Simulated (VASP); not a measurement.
# Al2O3 (R-3c) in VASP: notebook

The runs below take Al2O3 through single point, with PBEsol.

Program: VASP 6.6.1. These are calculated values, not measurements. Logs are shortened: lines on timing, memory, paths and dates and some standing lists are left out, and cuts for length are marked.

## Step 1: The cell of the first run

Symmetry: R-3c, No. 167, trigonal system. Conventional cell: a = 4.773 Å, b = 4.773 Å, c = 13.013 Å, α = 90.00°, β = 90.00°, γ = 120.00°. Al (site symmetry 3) has 6 O at 1.91 Å and 1 Al at 2.46 Å within 2.5 Å. Within 2.9 Å of O (site symmetry 2) lie 4 Al at 1.91 Å and 12 O at 2.53 to 2.88 Å.

## Step 2: Single point, PBEsol

INCAR

```
ALGO     = Normal         # electronic algorithm
EDIFF    = 1E-7           # SCF threshold, eV
ENCUT    = 520            # plane-wave cutoff, eV
GGA      = PS             # functional
ISIF     = 2              # what is computed and relaxed
ISMEAR   = 0              # smearing method
LASPH    = T              # aspherical terms in the spheres
LCHARG   = T              # write CHGCAR
LELF     = T              # ELF
LREAL    = F              # projectors in reciprocal space
LVHAR    = T            
LWAVE    = F              # write WAVECAR
NBANDS   = 35             # bands
NELM     = 60             # most SCF steps
PREC     = Accurate       # precision mode
SIGMA    = 0.05           # smearing width, eV
```

KPOINTS

```
k-points
0
Gamma
  6 6 6
```

POSCAR

```
Al2O3
1.0
    2.3866493474      1.3779326432      4.3377178304
   -2.3866493474      1.3779326432      4.3377178304
    0.0000000000     -2.7558652864      4.3377178304
Al O
4 6
Direct
    0.8443505149      0.8443505149      0.8443505149
    0.6556494851      0.6556494851      0.6556494851
    0.1556494851      0.1556494851      0.1556494851
    0.3443505149      0.3443505149      0.3443505149
    0.0558571577      0.4441428423      0.7500000000
    0.7500000000      0.0558571577      0.4441428423
    0.4441428423      0.7500000000      0.0558571577
    0.9441428423      0.5558571577      0.2500000000
    0.2500000000      0.9441428423      0.5558571577
    0.5558571577      0.2500000000      0.9441428423
```

Potentials or basis: VASP PAW PBE potentials, release 64 (Al, O).

The run is started by

```bash
> cat potpaw_PBE.64/Al/POTCAR potpaw_PBE.64/O/POTCAR > POTCAR
> mpirun -np 1 vasp_std > vasp.out
```

OUTCAR:

```text
EDIFF = 1E-7
   ENCUT = 520
   GGA = PS
   ISIF = 2
   ISMEAR = 0
   LASPH = T
   LREAL = F
   NELM = 60
   PREC = Accurate

 ion  position               nearest neighbor table
   1  0.844  0.844  0.844-   5 1.91   6 1.91   7 1.91  10 1.91   8 1.91   9 1.91   2 2.46   3 2.77
                             3 2.77   3 2.77   2 3.34   2 3.34   2 3.34
   2  0.656  0.656  0.656-   5 1.91   6 1.91   7 1.91   9 1.91   8 1.91  10 1.91   1 2.46   4 2.77
                             4 2.77   4 2.77   1 3.34   1 3.34   1 3.34
   3  0.156  0.156  0.156-   8 1.91   9 1.91  10 1.91   7 1.91   5 1.91   6 1.91   4 2.46   1 2.77
                             1 2.77   1 2.77   4 3.34   4 3.34   4 3.34
   4  0.344  0.344  0.344-   8 1.91   9 1.91  10 1.91   6 1.91   5 1.91   7 1.91   3 2.46   2 2.77
                             2 2.77   2 2.77   3 3.34   3 3.34   3 3.34
   5  0.056  0.444  0.750-   1 1.91   2 1.91   3 1.91   4 1.91
   6  0.750  0.056  0.444-   1 1.91   2 1.91   4 1.91   3 1.91
   7  0.444  0.750  0.056-   1 1.91   2 1.91   3 1.91   4 1.91
   8  0.944  0.556  0.250-   3 1.91   4 1.91   1 1.91   2 1.91
   9  0.250  0.944  0.556-   3 1.91   4 1.91   2 1.91   1 1.91
  10  0.556  0.250  0.944-   3 1.91   4 1.91   1 1.91   2 1.91

  LATTYP: Found a trigonal (rhomboedric) cell.
 ALAT       =     5.1391234129
 COS(alpha) =     0.5686506643

  Lattice vectors:

 A1 = (   2.3866493474,   1.3779326432,   4.3377178304)
 A2 = (  -2.3866493474,   1.3779326432,   4.3377178304)
 A3 = (   0.0000000000,  -2.7558652864,   4.3377178304)

Analysis of symmetry for initial positions (statically):
=====================================================================
 Subroutine PRICEL returns:
 Original cell was already a primitive cell.

 Routine SETGRP: Setting up the symmetry group for a
 trigonal (rhombohedral) supercell.

 Subroutine GETGRP returns: Found 12 space group operations
 (whereof  6 operations were pure point group operations)
 out of a pool of 12 trial point group operations.

The static configuration has the point symmetry S_6 .
 The point group associated with its full space group is D_3d.

Analysis of symmetry for dynamics (positions and initial velocities):
=====================================================================
 Subroutine PRICEL returns:
 Original cell was already a primitive cell.

 Routine SETGRP: Setting up the symmetry group for a
 trigonal (rhombohedral) supercell.

[... 123 lines left out ...]
   EDIFFG = 0.1E-05   stopping-criterion for IOM
   NSW    =      0    number of steps for IOM
   IBRION =     -1    ionic relax: 0-MD 1-quasi-New 2-CG
   NFREE  =      0    steps in history (QN), initial steepest desc. (CG)
   ISIF   =      2    stress and relaxation
   ISYM   =      2    0-nonsym 1-usesym 2-fastsym
   POTIM  = 0.5000    time-step for ionic-motion
   TEBEG  =    0.0;   TEEND  =   0.0 temperature during run
   PSTRESS=    0.0 pullay stress
   NELECT =      48.0000    total number of electrons
   NUPDOWN=      -1.0000    fix difference up-down
   EMIN   =  10.00;   EMAX   =-10.00  energy-range for DOS
   EFERMI =   0.00;   METHOD = LEGACY
   ISMEAR =     0;   SIGMA  =   0.05  broadening in eV -4-tet -1-fermi 0-gaus
   EFERMI_NEDOS =   21; number of points for ismear=-14 and -15
   IALGO  =     38    algorithm
   IMIX   =      4    mixing-type and parameters
     AMIX     =   0.40;   BMIX     =  1.00
     AMIX_MAG =   1.60;   BMIX_MAG =  1.00
  volume/ion in A,a.u.               =       8.56        57.76
  Fermi-wavevector in a.u.,A,eV,Ry     =   1.350037  2.551199 24.797961  1.822599
  Thomas-Fermi vector in A             =   2.477574
   LORBIT       =      0    0 simple, 1 ext, 2 COOP (PROOUT), +10 PAW based schemes
   GGA     = PS    functional components
   LHFCALC =     F    Hartree Fock is set to
   AEXX    =    0.0000 exact exchange contribution
   IVDW    =     0    specifies the selected vdW correction
   LEPSILON=     F    determine dielectric tensor
   LRPA    =     F    only Hartree local field effects (RPA)
 non-spin polarized calculation
 Gauss-broadening in eV      SIGMA  =   0.05
  energy-cutoff  :      520.00
  volume of cell :       85.59
 maximum number of plane-waves:      2328
 NGX is ok and might be reduce to    40

 number of electron      48.0000013 magnetization

 Free energy of the ion-electron system (eV)
  ---------------------------------------------------
  ext. energy  EPLUGINS =         0.00000000
  ---------------------------------------------------
  free energy    TOTEN  =       -78.27568708 eV

  energy without entropy =      -78.27568708  energy(sigma->0) =      -78.27568708

 E-fermi :   6.0451     XC(G=0): -11.8842

 val. band max:        5.8337608064   @ k =   0.0000   0.0000   0.0000
 cond. band min:      12.0509793252   @ k =   0.0000   0.0000   0.0000
 fundamental gap:      6.2172185188
 Fermi energy:         6.0451242191

 k-point     1 :       0.0000    0.0000    0.0000
  band No.  band energies     occupation
      1     -13.3348      2.00000
      2     -10.9995      2.00000
      3     -10.6732      2.00000
      4     -10.6732      2.00000
      5     -10.3179      2.00000
      6     -10.3179      2.00000
[... 901 lines left out ...]
     34      19.2683      0.00000
     35      19.3280      0.00000

 [... further k-points ...]
[... 5 lines left out ...]
  --------------------------------------------------------------------------------------
  -------------------------------------------------------------------------------------
  Total       -0.7526280     -0.7526280      4.2865424     -0.0000000      0.0000000      0.0000000
  in kB      -14.0884040    -14.0884040     80.2395618     -0.0000000      0.0000000      0.0000000
  external PRESSURE =      17.3542513 kB  Pullay stress =       0.0000000 kB

 VOLUME and BASIS-vectors are now :
 -----------------------------------------------------------------------------
  energy-cutoff  :      520.00
  volume of cell :       85.59
      direct lattice vectors                 reciprocal lattice vectors
     2.386649347  1.377932643  4.337717830     0.209498727  0.120954146  0.076845324
    -2.386649347  1.377932643  4.337717830    -0.209498727  0.120954146  0.076845324
     0.000000000 -2.755865286  4.337717830     0.000000000 -0.241908293  0.076845324

 POSITION                                       TOTAL-FORCE (eV/Angst)
 -----------------------------------------------------------------------------------
      0.00000      0.00000     10.98766         0.000000      0.000000      2.042441
      0.00000      0.00000      8.53207         0.000000     -0.000000     -2.042441
      0.00000      0.00000      2.02549         0.000000     -0.000000     -2.042441
      0.00000      0.00000      4.48109         0.000000      0.000000      2.042441
     -0.92670     -1.37793      5.42215         0.311992     -0.000000     -0.000000
      1.65668     -0.11358      5.42215        -0.155996      0.270193     -0.000000
     -0.72997      1.49151      5.42215        -0.155996     -0.270193     -0.000000
      0.92670      1.37793      7.59101        -0.311992     -0.000000      0.000000
     -1.65668      0.11358      7.59101         0.155996     -0.270193     -0.000000
      0.72997     -1.49151      7.59101         0.155996      0.270193     -0.000000
 -----------------------------------------------------------------------------------
    total drift:                               -0.000000      0.000000     -0.000000

  FREE ENERGIE OF THE ION-ELECTRON SYSTEM (eV)
  ---------------------------------------------------
  free  energy   TOTEN  =       -78.2756870803 eV

  energy  without entropy=      -78.2756870803  energy(sigma->0) =      -78.27568708
```

Run time: 3.1 min. Hardware: 1 thread of Intel Xeon 8259CL, shared host; peak memory 0.26 GiB.

Results:

- Free energy: -78.2757 eV
- Pressure: 1.7 GPa
- Largest force: 2.042 eV/Å
- Band gap on the k mesh: 6.22 eV

Forces on the atoms (eV/Å):
```
Al   0.000  0.000  2.042
Al   0.000  0.000 -2.042
Al   0.000  0.000 -2.042
Al   0.000  0.000  2.042
O    0.312  0.000  0.000
O   -0.156  0.270  0.000
O   -0.156 -0.270  0.000
O   -0.312  0.000  0.000
O    0.156 -0.270  0.000
O    0.156  0.270  0.000
```

Levels at points of the mesh, in eV from the valence-band top:
```csv
k point,band 20,band 21,band 22,band 23,band 24,band 25,band 26,band 27,band 28,band 29
"(0.00, 0.00, 0.00)",-0.42,-0.42,0.00,0.00,0.00,6.22,8.83,10.90,11.30,11.30
"(0.50, 0.00, 0.00)",-1.22,-0.75,-0.75,-0.25,-0.25,9.41,9.41,9.64,9.64,11.74
"(0.50, 0.50, 0.00)",-1.24,-0.83,-0.81,-0.80,-0.12,9.44,9.55,10.00,10.47,11.30
"(0.50, 0.50, 0.50)",-2.04,-0.31,-0.31,-0.31,-0.31,8.57,8.57,11.55,11.55,12.37
```

Caveat: the PAW data sets were made with another functional, which shifts forces and pressure a little. A k mesh can miss the band edges.

## Step 3: Single point, PBEsol

This run uses another cell than the first one, of the same volume but with other edges.

INCAR

```
SYSTEM = Al2O3
PREC = Accurate ; ENCUT = 520
EDIFF = 1E-6 ; ISMEAR = 0
SIGMA = 0.05 ; LREAL = .False.
LASPH = .True. ; NELM = 60
ALGO = Normal ; ISIF = 2
LWAVE = .False. ; LCHARG = .False.
GGA = PS ; NBANDS = 35
```

KPOINTS

```
Automatic mesh
0
Gamma
  6 6 6
  0 0 0
```

POSCAR

```
Al2O3
1.0
    2.5032663946      1.4452615268      3.9429783403
   -2.5032663946      1.4452615268      3.9429783403
    0.0000000000     -2.8905230535      3.9429783403
Al O
4 6
Direct
    0.8597195797      0.8597195797      0.8597195797
    0.6402804203      0.6402804203      0.6402804203
    0.1402804203      0.1402804203      0.1402804203
    0.3597195797      0.3597195797      0.3597195797
    0.0558571577      0.4441428423      0.7500000000
    0.7500000000      0.0558571577      0.4441428423
    0.4441428423      0.7500000000      0.0558571577
    0.9441428423      0.5558571577      0.2500000000
    0.2500000000      0.9441428423      0.5558571577
    0.5558571577      0.2500000000      0.9441428423
```

Potentials or basis: VASP PAW PBE potentials, release 64 (Al, O).

The run is started by

```bash
> cat potpaw_PBE.64/Al/POTCAR potpaw_PBE.64/O/POTCAR > POTCAR
> mpirun -np 1 vasp_std > vasp.out
```

It took 1.8 min on 1 thread of Intel Xeon 8259CL, shared host; peak memory 0.23 GiB.

The run converged. Its results:

```
Free energy            : -77.4084 eV
Pressure               : -1.4 GPa
Largest force          : 0.533 eV/Å
Band gap on the k mesh : 4.34 eV
```

Forces on the atoms (eV/Å):
```
Al   0.000  0.000 -0.533
Al   0.000  0.000  0.533
Al   0.000  0.000  0.533
Al   0.000  0.000 -0.533
O   -0.314  0.000  0.000
O    0.157 -0.272  0.000
O    0.157  0.272  0.000
O    0.314  0.000  0.000
O   -0.157  0.272  0.000
O   -0.157 -0.272  0.000
```

Stress tensor (GPa, compression positive):
```
-15.76   0.00   0.00
  0.00 -15.76   0.00
  0.00   0.00  27.31
```

Levels at points of the mesh, in eV from the valence-band top:
| k point | band 21 | band 22 | band 23 | band 24 | band 25 | band 26 | band 27 | band 28 |
| --- | --- | --- | --- | --- | --- | --- | --- | --- |
| (0.00, 0.00, 0.00) | -1.12 | -1.09 | -1.09 | 0.00 | 4.34 | 7.22 | 8.59 | 9.83 |
| (0.50, 0.00, 0.00) | -1.42 | -1.42 | -0.71 | -0.71 | 7.14 | 7.14 | 8.56 | 8.56 |
| (0.50, 0.50, 0.00) | -1.87 | -1.70 | -1.03 | -0.68 | 7.06 | 7.44 | 8.42 | 8.92 |
| (0.50, 0.50, 0.50) | -1.60 | -1.60 | -1.60 | -1.60 | 6.79 | 6.79 | 9.24 | 9.24 |

Caveat: the PAW data sets were made with another functional, which shifts forces and pressure a little.

[end of part 1 of 2]
